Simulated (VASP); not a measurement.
# S (Pm-3m) in VASP: notebook

Runs on S. Level: PBE. Tasks: single point.

Program: VASP 6.6.1. These are calculated values, not measurements. Logs are shortened: lines on timing, memory, paths and dates and some standing lists are left out, and cuts for length are marked.

### Step 1. The cell of the first run

The structure is cubic, space group Pm-3m (No. 221). The conventional cell has a = 2.594 Å, b = 2.594 Å, c = 2.594 Å, α = 90.00°, β = 90.00°, γ = 90.00°. Within 3.4 Å of S (site symmetry m-3m) lie 6 S at 2.59 Å.

This isn't the form of S at room conditions, which is orthorhombic, of S8 rings.

### Step 2. Single point, PBE

INCAR

```
SYSTEM = S
ALGO = Normal
EDIFF = 1E-6
ENCUT = 500
GGA = PE
GGA_COMPAT = .False.
ISIF = 2
ISMEAR = 0
LASPH = .True.
LCHARG = .False.
LREAL = .False.
LWAVE = .False.
NBANDS = 9
NELM = 120
PREC = Accurate
SIGMA = 0.05
```

KPOINTS

```
k-points
0
Gamma
  8 8 8
  0 0 0
```

POSCAR

```
S
1.0
    2.5937832451      0.0000000000      0.0000000000
    0.0000000000      2.5937832451      0.0000000000
    0.0000000000      0.0000000000      2.5937832451
S
1
Direct
    0.0000000000      0.0000000000      0.0000000000
```

Potentials or basis: VASP PAW PBE potentials, release 64 (S).

Run with:

```console
$ cat potpaw_PBE.64/S/POTCAR > POTCAR
$ mpirun -np 1 vasp_std > vasp.out
```

OUTCAR:

```text
SYSTEM = S
   EDIFF = 1E-6
   ENCUT = 500
   GGA = PE
   ISIF = 2
   ISMEAR = 0
   LASPH = .True.
   LREAL = .False.
   NELM = 120
   PREC = Accurate

 ion  position               nearest neighbor table
   1  0.000  0.000  0.000-

  LATTYP: Found a simple cubic cell.
 ALAT       =     2.5937832451

  Lattice vectors:

 A1 = (   2.5937832451,   0.0000000000,   0.0000000000)
 A2 = (   0.0000000000,   2.5937832451,   0.0000000000)
 A3 = (   0.0000000000,   0.0000000000,   2.5937832451)

Analysis of symmetry for initial positions (statically):
=====================================================================
 Subroutine PRICEL returns:
 Original cell was already a primitive cell.

 Routine SETGRP: Setting up the symmetry group for a
 simple cubic supercell.

 Subroutine GETGRP returns: Found 48 space group operations
 (whereof 48 operations were pure point group operations)
 out of a pool of 48 trial point group operations.

The static configuration has the point symmetry O_h .

Analysis of symmetry for dynamics (positions and initial velocities):
=====================================================================
 Subroutine PRICEL returns:
 Original cell was already a primitive cell.

 Routine SETGRP: Setting up the symmetry group for a
 simple cubic supercell.

 Subroutine GETGRP returns: Found 48 space group operations
 (whereof 48 operations were pure point group operations)
 out of a pool of 48 trial point group operations.

The dynamic configuration has the point symmetry O_h .

 Subroutine INISYM returns: Found 48 space group operations
 (whereof 48 operations are pure point group operations),
 and found     1 'primitive' translations

----------------------------------------------------------------------------------------

                                     Primitive cell

  volume of cell :      17.4502

  direct lattice vectors                    reciprocal lattice vectors
     2.593783245  0.000000000  0.000000000     0.385537227  0.000000000  0.000000000
     0.000000000  2.593783245  0.000000000     0.000000000  0.385537227  0.000000000
     0.000000000  0.000000000  2.593783245     0.000000000  0.000000000  0.385537227

  length of vectors
     2.593783245  2.593783245  2.593783245     0.385537227  0.385537227  0.385537227

  position of ions in fractional coordinates (direct lattice)
     0.000000000  0.000000000  0.000000000

  ion indices of the primitive-cell ions
   primitive index   ion index
                 1           1

----------------------------------------------------------------------------------------

 KPOINTS: k-points

Automatic generation of k-mesh.
 Grid dimensions read from file:
 generate k-points for:    8    8    8

 Generating k-lattice:

  Cartesian coordinates                     Fractional coordinates (reciprocal lattice)
     0.048192153  0.000000000  0.000000000     0.125000000  0.000000000  0.000000000
     0.000000000  0.048192153  0.000000000     0.000000000  0.125000000  0.000000000
     0.000000000  0.000000000  0.048192153     0.000000000  0.000000000  0.125000000

  Length of vectors
     0.048192153  0.048192153  0.048192153

  Shift w.r.t. Gamma in fractional coordinates (k-lattice)
     0.000000000  0.000000000  0.000000000

 Subroutine IBZKPT returns following result:
 ===========================================

 Found     35 irreducible k-points:

 Following reciprocal coordinates:
            Coordinates               Weight
  0.000000  0.000000  0.000000      1.000000
  0.125000  0.000000  0.000000      6.000000
  0.250000  0.000000  0.000000      6.000000
  0.375000  0.000000  0.000000      6.000000
  0.500000  0.000000  0.000000      3.000000
  0.125000  0.125000  0.000000     12.000000
[... 16 lines left out ...]
  0.375000  0.375000  0.125000     24.000000
  0.500000  0.375000  0.125000     24.000000
 [... further k-points ...]
   k-points           NKPTS =     35   k-points in BZ     NKDIM =     35   number of bands    NBANDS=      9
   number of dos      NEDOS =    301   number of ions     NIONS =      1
   total plane-waves  NPLWV =   8000
   dimension x,y,z NGX =    20 NGY =   20 NGZ =   20
   dimension x,y,z NGXF=    40 NGYF=   40 NGZF=   40
   ions per type =               1
   NGX,Y,Z   is equivalent  to a cutoff of  12.82, 12.82, 12.82 a.u.
   NGXF,Y,Z  is equivalent  to a cutoff of  25.64, 25.64, 25.64 a.u.
 SYSTEM =  S
   PREC   = accura    normal or accurate (medium, high low for compatibility)
   ISTART =      0    job   : 0-new  1-cont  2-samecut
   ICHARG =      2    charge: 1-file 2-atom 10-const
   ISPIN  =      1    spin polarized calculation?
   LNONCOLLINEAR =      F non collinear calculations
   LSORBIT =      F    spin-orbit coupling
   LASPH  =      T    aspherical Exc in radial PAW
   ENCUT  =  500.0 eV  36.75 Ry    6.06 a.u.   4.73  4.73  4.73*2*pi/ulx,y,z
   NELM   =    120;   NELMIN=  2; NELMDL= -5     # of ELM steps
   EDIFF  = 0.1E-05   stopping-criterion for ELM
   LREAL  =      F    real-space projection
   EDIFFG = 0.1E-04   stopping-criterion for IOM
   NSW    =      0    number of steps for IOM
   IBRION =     -1    ionic relax: 0-MD 1-quasi-New 2-CG
   NFREE  =      0    steps in history (QN), initial steepest desc. (CG)
   ISIF   =      2    stress and relaxation
   ISYM   =      2    0-nonsym 1-usesym 2-fastsym
   POTIM  = 0.5000    time-step for ionic-motion
   TEBEG  =    0.0;   TEEND  =   0.0 temperature during run
   PSTRESS=    0.0 pullay stress
   NELECT =       6.0000    total number of electrons
   NUPDOWN=      -1.0000    fix difference up-down
   EMIN   =  10.00;   EMAX   =-10.00  energy-range for DOS
   EFERMI =   0.00;   METHOD = LEGACY
   ISMEAR =     0;   SIGMA  =   0.05  broadening in eV -4-tet -1-fermi 0-gaus
   EFERMI_NEDOS =   21; number of points for ismear=-14 and -15
   IALGO  =     38    algorithm
   IMIX   =      4    mixing-type and parameters
     AMIX     =   0.40;   BMIX     =  1.00
     AMIX_MAG =   1.60;   BMIX_MAG =  1.00
  volume/ion in A,a.u.               =      17.45       117.76
  Fermi-wavevector in a.u.,A,eV,Ry     =   1.146898  2.167323 17.896772  1.315376
  Thomas-Fermi vector in A             =   2.283581
   LORBIT       =      0    0 simple, 1 ext, 2 COOP (PROOUT), +10 PAW based schemes
   GGA     = PE    functional components
   LHFCALC =     F    Hartree Fock is set to
   AEXX    =    0.0000 exact exchange contribution
   IVDW    =     0    specifies the selected vdW correction
   LEPSILON=     F    determine dielectric tensor
   LRPA    =     F    only Hartree local field effects (RPA)
 non-spin polarized calculation
 Gauss-broadening in eV      SIGMA  =   0.05
  energy-cutoff  :      500.00
  volume of cell :       17.45
 maximum number of plane-waves:       466
 NGX is ok and might be reduce to    20
   NGX =  9   NGY =  9   NGZ =  9

 number of electron       6.0000000 magnetization

 Free energy of the ion-electron system (eV)
  ---------------------------------------------------
  ext. energy  EPLUGINS =         0.00000000
  ---------------------------------------------------
  free energy    TOTEN  =        -3.49870072 eV

  energy without entropy =       -3.49598994  energy(sigma->0) =       -3.49734533

 E-fermi :   6.8265     XC(G=0): -10.4859

 val. band max:        6.8252438642   @ k =   0.1250   0.1250   0.1250
 cond. band min:       6.8454174334   @ k =   0.2500   0.1250   0.0000
 fundamental gap:      0.0201735691
 Fermi energy:         6.8265052561

 k-point     1 :       0.0000    0.0000    0.0000
  band No.  band energies     occupation
      1     -10.0475      2.00000
      2       8.2069      0.00000
      3       8.2069      0.00000
      4       8.2069      0.00000
      5      14.2003      0.00000
      6      14.2003      0.00000
      7      16.9721      0.00000
      8      28.2749      0.00000
      9      28.2749      0.00000

 k-point     2 :       0.1250    0.0000    0.0000
  band No.  band energies     occupation
      1      -9.7793      2.00000
      2       6.0597      2.00000
      3       8.3848      0.00000
      4       8.3848      0.00000
      5      14.4300      0.00000
      6      15.7778      0.00000
      7      18.2290      0.00000
      8      26.4295      0.00000
      9      26.4295      0.00000

 k-point     3 :       0.2500    0.0000    0.0000
  band No.  band energies     occupation
      1      -9.0189      2.00000
      2       2.7697      2.00000
      3       8.8590      0.00000
      4       8.8590      0.00000
      5      15.0555      0.00000
      6      17.1927      0.00000
      7      21.6368      0.00000
      8      23.5709      0.00000
      9      23.5709      0.00000

 k-point     4 :       0.3750    0.0000    0.0000
  band No.  band energies     occupation
      1      -7.9775      2.00000
      2       0.0613      2.00000
      3       9.4198      0.00000
      4       9.4198      0.00000
      5      15.8286      0.00000
      6      18.7448      0.00000
      7      21.4022      0.00000
      8      21.4022      0.00000
      9      22.5767      0.00000
[... 205 lines left out ...]
 k-point    22 :       0.5000    0.2500    0.1250
  band No.  band energies     occupation
      1      -6.0823      2.00000
      2       0.0298      2.00000
      3       5.0450      2.00000
      4       8.6195      0.00000
      5      13.5868      0.00000
      6      18.2885      0.00000
      7      20.7885      0.00000
      8      22.6437      0.00000
      9      26.1325      0.00000

 k-point    23 :       0.3750    0.3750    0.1250
  band No.  band energies     occupation
      1      -5.6513      2.00000
      2       1.9214      2.00000
      3       2.1524      2.00000
      4       8.8989      0.00000
      5      11.9610      0.00000
      6      19.6239      0.00000
      7      20.2715      0.00000
      8      21.7930      0.00000
      9      28.6475      0.00000

 k-point    24 :       0.5000    0.3750    0.1250
  band No.  band energies     occupation
      1      -5.0389      2.00000
      2       0.8831      2.00000
      3       2.4805      2.00000
      4       9.2047      0.00000
      5      10.9122      0.00000
      6      19.1802      0.00000
      7      20.4053      0.00000
      8      22.1784      0.00000
      9      28.2583      0.00000

 [... further k-points ...]
[... 5 lines left out ...]
  --------------------------------------------------------------------------------------
  -------------------------------------------------------------------------------------
  Total       -0.0120304     -0.0120304     -0.0120304      0.0000000      0.0000000      0.0000000
  in kB       -1.1045582     -1.1045582     -1.1045582      0.0000000      0.0000000      0.0000000
  external PRESSURE =      -1.1045582 kB  Pullay stress =       0.0000000 kB

 VOLUME and BASIS-vectors are now :
 -----------------------------------------------------------------------------
  energy-cutoff  :      500.00
  volume of cell :       17.45
      direct lattice vectors                 reciprocal lattice vectors
     2.593783245  0.000000000  0.000000000     0.385537227  0.000000000  0.000000000
     0.000000000  2.593783245  0.000000000     0.000000000  0.385537227  0.000000000
     0.000000000  0.000000000  2.593783245     0.000000000  0.000000000  0.385537227

 POSITION                                       TOTAL-FORCE (eV/Angst)
 -----------------------------------------------------------------------------------
      0.00000      0.00000      0.00000         0.000000      0.000000      0.000000
 -----------------------------------------------------------------------------------
    total drift:                                0.000000      0.000000     -0.000000

  FREE ENERGIE OF THE ION-ELECTRON SYSTEM (eV)
  ---------------------------------------------------
  free  energy   TOTEN  =        -3.4987007234 eV

  energy  without entropy=       -3.4959899428  energy(sigma->0) =       -3.49734533
```

It took 6.4 s on 1 thread of AMD EPYC 7R43 (Zen 3), shared host; peak memory 0.08 GiB.

Results:

```
Free energy            : -3.4987 eV
Pressure               : -0.1 GPa
Band gap on the k mesh : zero (bands 3 and 4 overlap by 6.65 eV)
```

(Part 1 of 2 ends here.)
